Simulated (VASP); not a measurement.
# CrO2 (P4/mmm) in VASP: notebook

Runs on CrO2. Level: PBE. Tasks: single point, relaxation of cell and atoms.

Everything below comes from runs of VASP 6.6.1. Logs are shortened: lines on timing, memory, paths and dates and some standing lists are left out, and cuts for length are marked.

### Step 1. The cell of the first run

Symmetry: P4/mmm, No. 123, tetragonal system. Conventional cell: a = 3.583 Å, b = 3.583 Å, c = 4.206 Å, α = 90.00°, β = 90.00°, γ = 90.00°. Within 2.4 Å of Cr (site symmetry 4/mmm) lie 4 O at 1.79 Å. Within 2.4 Å of O (site symmetry mmm) lie 2 Cr at 1.79 Å.

### Step 2. Single point, PBE, collinear spin, ferromagnetic start (atoms taken out)

The input, INCAR:

```
ALGO = Normal
EDIFF = 1E-6
ENCUT = 600
GGA = PE
GGA_COMPAT = False
ISIF = 2
ISMEAR = 0
ISPIN = 2
LASPH = True
LCHARG = True
LELF = True
LMAXMIX = 4
LORBIT = 11
LREAL = False
LVHAR = True
LWAVE = False
MAGMOM = 3 0 0
NBANDS = 23
NELM = 200
PREC = Accurate
SIGMA = 0.1
```

The input, KPOINTS:

```
k-points
0
Gamma
  4 4 4
```

The input, POSCAR:

```
CrO2
1.0
    3.5828284453      0.0000000000      0.0000000000
    0.0000000000      3.5828284453      0.0000000000
    0.0000000000      0.0000000000      4.2062452606
Cr O
1 2
Direct
    0.0000000000      0.0000000000      0.0000000000
    0.5000000000      0.0000000000      0.0000000000
    0.0000000000      0.5000000000      0.0000000000
```

Potentials or basis: VASP PAW PBE potentials, release 64 (Cr_pv, O).

Launch:

```console
cat potpaw_PBE.64/Cr_pv/POTCAR potpaw_PBE.64/O/POTCAR > POTCAR
mpirun -np 1 vasp_std > vasp.out
```

OUTCAR:

```text
EDIFF = 1E-6
   ENCUT = 600
   GGA = PE
   ISIF = 2
   ISMEAR = 0
   ISPIN = 2
   LASPH = True
   LORBIT = 11
   LREAL = False
   NELM = 200
   PREC = Accurate

 ion  position               nearest neighbor table
   1  0.000  0.000  0.000-   2 1.79   3 1.79   3 1.79   2 1.79
   2  0.500  0.000  0.000-   1 1.79   1 1.79
   3  0.000  0.500  0.000-   1 1.79   1 1.79

  LATTYP: Found a simple tetragonal cell.
 ALAT       =     3.5828284453
 C/A-ratio  =     1.1740013023

  Lattice vectors:

 A1 = (   3.5828284453,   0.0000000000,   0.0000000000)
 A2 = (   0.0000000000,   3.5828284453,   0.0000000000)
 A3 = (   0.0000000000,   0.0000000000,   4.2062452606)

Analysis of symmetry for initial positions (statically):
=====================================================================
 Subroutine PRICEL returns:
 Original cell was already a primitive cell.

 Routine SETGRP: Setting up the symmetry group for a
 simple tetragonal supercell.

 Subroutine GETGRP returns: Found 16 space group operations
 (whereof 16 operations were pure point group operations)
 out of a pool of 16 trial point group operations.

The static configuration has the point symmetry D_4h.

Analysis of symmetry for dynamics (positions and initial velocities):
=====================================================================
 Subroutine PRICEL returns:
 Original cell was already a primitive cell.

 Routine SETGRP: Setting up the symmetry group for a
 simple tetragonal supercell.

 Subroutine GETGRP returns: Found 16 space group operations
 (whereof 16 operations were pure point group operations)
 out of a pool of 16 trial point group operations.

The dynamic configuration has the point symmetry D_4h.

Analysis of structural, dynamic, and magnetic symmetry:
=====================================================================
 Subroutine PRICEL returns:
 Original cell was already a primitive cell.

 Routine SETGRP: Setting up the symmetry group for a
 simple tetragonal supercell.

 Subroutine GETGRP returns: Found 16 space group operations
 (whereof 16 operations were pure point group operations)
 out of a pool of 16 trial point group operations.

The overall configuration has the point symmetry D_4h.

 Subroutine INISYM returns: Found 16 space group operations
 (whereof 16 operations are pure point group operations),
 and found     1 'primitive' translations

[... 111 lines left out ...]
  Fermi-wavevector in a.u.,A,eV,Ry     =   1.249385  2.360996 21.238198  1.560963
  Thomas-Fermi vector in A             =   2.383428
   LORBIT       =     11    0 simple, 1 ext, 2 COOP (PROOUT), +10 PAW based schemes
   GGA     = PE    functional components
   LHFCALC =     F    Hartree Fock is set to
   AEXX    =    0.0000 exact exchange contribution
   IVDW    =     0    specifies the selected vdW correction
   LEPSILON=     F    determine dielectric tensor
   LRPA    =     F    only Hartree local field effects (RPA)
 spin polarized calculation
 Gauss-broadening in eV      SIGMA  =   0.10
  energy-cutoff  :      600.00
  volume of cell :       53.99
 maximum number of plane-waves:      1828
 NGX is ok and might be reduce to    30
   NGX = 15   NGY = 15   NGZ = 17

 number of electron      24.0000007 magnetization       1.1085781

 Free energy of the ion-electron system (eV)
  ---------------------------------------------------
  ext. energy  EPLUGINS =         0.00000000
  ---------------------------------------------------
  free energy    TOTEN  =       -23.28382241 eV

  energy without entropy =      -23.27247688  energy(sigma->0) =      -23.27814965

 E-fermi :   0.5385     XC(G=0):  -8.0126

 val. band max:        0.5311764699   @ k =   0.5000   0.0000   0.0000
 cond. band min:       0.6568967864   @ k =   0.0000   0.0000   0.0000
 fundamental gap:      0.1257203165
 Fermi energy:         0.5384536982

 spin component 1

 k-point     1 :       0.0000    0.0000    0.0000
  band No.  band energies     occupation
      1     -44.0653      1.00000
      2     -44.0653      1.00000
      3     -43.8735      1.00000
      4     -18.2302      1.00000
      5     -17.1253      1.00000
      6      -3.3574      1.00000
[... 457 lines left out ...]
     22      14.4129      0.00000
     23      14.4136      0.00000
 Fermi energy:         0.5384536982

 spin component 2

 k-point     1 :       0.0000    0.0000    0.0000
  band No.  band energies     occupation
      1     -43.1202      1.00000
      2     -43.1202      1.00000
      3     -42.2620      1.00000
      4     -18.3588      1.00000
      5     -17.2682      1.00000
      6      -3.4202      1.00000
[... 457 lines left out ...]
     22      14.6023      0.00000
     23      14.6023      0.00000

------------------------ aborting loop because EDIFF is reached ----------------------------------------

  FORCE on cell =-STRESS in cart. coord.  units (eV):
  Direction    XX          YY          ZZ          XY          YZ          ZX
  --------------------------------------------------------------------------------------
  -------------------------------------------------------------------------------------
  Total       -1.0604958     -1.0604958     -0.0099290      0.0000000      0.0000000      0.0000000
  in kB      -31.4682723    -31.4682723     -0.2946253      0.0000000      0.0000000      0.0000000
  external PRESSURE =     -21.0770567 kB  Pullay stress =       0.0000000 kB

 VOLUME and BASIS-vectors are now :
 -----------------------------------------------------------------------------
  energy-cutoff  :      600.00
  volume of cell :       53.99
      direct lattice vectors                 reciprocal lattice vectors
     3.582828445  0.000000000  0.000000000     0.279109094  0.000000000  0.000000000
     0.000000000  3.582828445  0.000000000     0.000000000  0.279109094  0.000000000
     0.000000000  0.000000000  4.206245261     0.000000000  0.000000000  0.237741724

 POSITION                                       TOTAL-FORCE (eV/Angst)
 -----------------------------------------------------------------------------------
      0.00000      0.00000      0.00000         0.000000      0.000000      0.000000
      1.79141      0.00000      0.00000         0.000000      0.000000      0.000000
      0.00000      1.79141      0.00000         0.000000      0.000000      0.000000
 -----------------------------------------------------------------------------------
    total drift:                                0.000000      0.000000      0.000000

  FREE ENERGIE OF THE ION-ELECTRON SYSTEM (eV)
  ---------------------------------------------------
  free  energy   TOTEN  =       -23.2838224148 eV

  energy  without entropy=      -23.2724768821  energy(sigma->0) =      -23.27814965

 total charge

# of ion       s       p       d       tot
------------------------------------------
    1        0.372   6.476   4.111  10.959
    2        1.579   3.409   0.000   4.988
    3        1.579   3.409   0.000   4.988
--------------------------------------------------
tot          3.530  13.294   4.111  20.936

 magnetization (x)

# of ion       s       p       d       tot
------------------------------------------
    1        0.080   0.011   1.080   1.172
    2       -0.002  -0.099   0.000  -0.101
    3       -0.002  -0.099   0.000  -0.101
--------------------------------------------------
tot          0.075  -0.186   1.080   0.970
```

Run time: 88 s. Hardware: 1 thread of Oxide Virtual Turin-like, shared host; peak memory 0.18 GiB.

Results:

* Free energy: -23.2838 eV
* Pressure: -2.1 GPa
* Net moment: 1.11 μB per cell
* Site moments: Cr +1.17; O -0.10 μB
* Valence electrons inside the program's atomic spheres: Cr 10.96; O 4.99

Caveat: the k points lie up to 0.44 Å⁻¹ apart; the cell differs from its parent crystal (atoms taken out); a cell with one magnetic atom can't hold antiferromagnetic order, which such compounds often take; semilocal functionals often make such compounds metallic where correlation or magnetic order opens a gap, which also shifts bond lengths.

### Step 3. Single point, PBE, collinear spin, ferromagnetic start (atoms taken out)

The input, INCAR:

```
SYSTEM = CrO2
PREC     = Accurate       ! precision mode
ENCUT    = 600            ! plane-wave cutoff, eV
EDIFF    = 1E-6           ! SCF threshold, eV
ISMEAR   = 0              ! smearing method
SIGMA    = 0.1            ! smearing width, eV
LREAL    = .False.        ! projectors in reciprocal space
LASPH    = .True.         ! aspherical terms in the spheres
NELM     = 200            ! most SCF steps
ALGO     = Normal         ! electronic algorithm
ISIF     = 2              ! what is computed and relaxed
LWAVE    = .False.        ! write WAVECAR
LCHARG   = .False.        ! write CHGCAR
ISPIN    = 2              ! spin polarisation
MAGMOM   = 3 0 0          ! initial moments
LORBIT   = 11             ! projections on sites
LMAXMIX  = 4              ! l up to which the mixer works
GGA      = PE             ! functional
NBANDS   = 23             ! bands
GGA_COMPAT= .False.
```

The input, KPOINTS:

```
Automatic mesh
0
Gamma
  4 4 4
  0 0 0
```

The input, POSCAR:

```
CrO2
1.0
    3.8852528500      0.0000000000      0.0000000000
    0.0000000000      3.8852528500      0.0000000000
    0.0000000000      0.0000000000      3.8852528500
Cr O
1 2
Direct
    0.0000000000      0.0000000000      0.0000000000
    0.5000000000      0.0000000000      0.0000000000
    0.0000000000      0.5000000000      0.0000000000
```

Potentials or basis: VASP PAW PBE potentials, release 64 (Cr_pv, O).

Launch:

```console
cat potpaw_PBE.64/Cr_pv/POTCAR potpaw_PBE.64/O/POTCAR > POTCAR
mpirun -np 1 vasp_std > vasp.out
```

It took 97 s on 1 thread of Oxide Virtual Turin-like, shared host; peak memory 0.18 GiB.

It converged, with:

* Free energy: -22.4849 eV
* Pressure: -17.3 GPa
* Band gap on the k mesh: zero (filled and empty bands overlap)
* Net moment: 2.00 μB per cell
* Site moments: Cr +2.52; O -0.31 μB
* Valence electrons inside the program's atomic spheres: Cr 10.44; O 4.88

Stress tensor (GPa, compression positive):
```
-26.24   0.00   0.00
  0.00 -26.24   0.00
  0.00   0.00   0.55
```

Levels at points of the mesh, in eV from the Fermi level:
Spin up:
```csv
k point,band 10,band 11,band 12,band 13,band 14,band 15,band 16,band 17
"(0.00, 0.00, 0.00)",-1.48,-1.37,-1.37,-0.91,-0.62,-0.62,0.20,3.92
"(0.50, 0.00, 0.00)",-1.70,-1.52,-1.48,-1.36,0.80,0.84,1.76,4.62
"(0.00, 0.00, 0.50)",-1.48,-1.47,-1.16,-1.11,-0.60,-0.60,0.20,4.61
"(0.50, 0.50, 0.00)",-3.04,-1.45,0.25,0.81,0.81,0.86,4.61,4.62
"(0.00, 0.50, 0.50)",-2.08,-1.46,-1.42,-0.98,0.69,0.85,2.11,4.62
"(0.50, 0.50, 0.50)",-3.38,-0.54,0.27,0.71,0.71,0.90,4.62,4.62
```
Spin down:
```csv
k point,band 9,band 10,band 11,band 12,band 13,band 14
"(0.00, 0.00, 0.00)",-1.54,-1.25,-1.25,0.68,0.77,1.22
"(0.50, 0.00, 0.00)",-2.70,-2.13,-2.02,1.04,1.24,2.08
"(0.00, 0.00, 0.50)",-1.77,-1.23,-1.23,0.70,1.06,1.06
"(0.50, 0.50, 0.00)",-2.66,-2.66,-0.50,1.29,2.48,2.48
"(0.00, 0.50, 0.50)",-2.67,-2.50,-2.05,1.09,1.93,2.08
"(0.50, 0.50, 0.50)",-3.05,-3.05,-0.49,2.32,2.45,2.45
```

Caveat: the k points lie up to 0.40 Å⁻¹ apart, too coarse for converged energies and pressures of a metal; the cell differs from its parent crystal (atoms taken out); a cell with one magnetic atom can't hold antiferromagnetic order, which such compounds often take; semilocal functionals often make such compounds metallic where correlation or magnetic order opens a gap, which also shifts bond lengths.

(Continued in part 2 of 4.)

The gap in the log of VASP goes by the Fermi energy; the results here count the filled bands.